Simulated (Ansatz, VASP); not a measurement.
## One calculation of TlAs2, two programs

```
Tl As
1.0
     5.01642    0.00000    0.00000
     0.00000    5.01642    0.00000
     0.00000    0.00000    6.88093
Tl As
2 4
Direct
  0.00000 0.50000 0.67317
  0.50000 0.00000 0.32683
  0.00000 0.00000 0.00000
  0.50000 0.50000 0.00000
  0.00000 0.50000 0.14266
  0.50000 0.00000 0.85734
```

Alike in both runs: functional PBE; k mesh 8 × 8 × 6; occupations gaussian, width 0.1 eV; no spin polarisation.

Ansatz relaxed the structure, and its values are those at the end. VASP's run is a single point on that final structure, the one shown.

|  | VASP | Ansatz |
| --- | --- | --- |
| version | VASP 6.6.1 | Ansatz 0.2.0 |
| potentials or method | VASP PAW PBE potentials, release 64 (Tl_d, As), cutoff 520 eV | scalar-relativistic, plane waves, PAW |
| valence electrons in the cell | 46 | 86 |

Ansatz gave:

* gap on the k mesh at the Fermi level (eV): none
* pressure (GPa): 0.0
* rms of the force components (eV/Å): 0.001

Problem. What did VASP give for the same quantities?

Solution. gap on the k mesh at the Fermi level (eV): none; pressure (GPa): 0.0; rms of the force components (eV/Å): 0.005.

A gap of «none» marks a metal or a gap that the smearing closes. VASP's potentials hold 46 valence electrons a cell and Ansatz's 86, so a difference there can come from the potentials and not from the codes.

Neither program's run includes spin-orbit coupling.
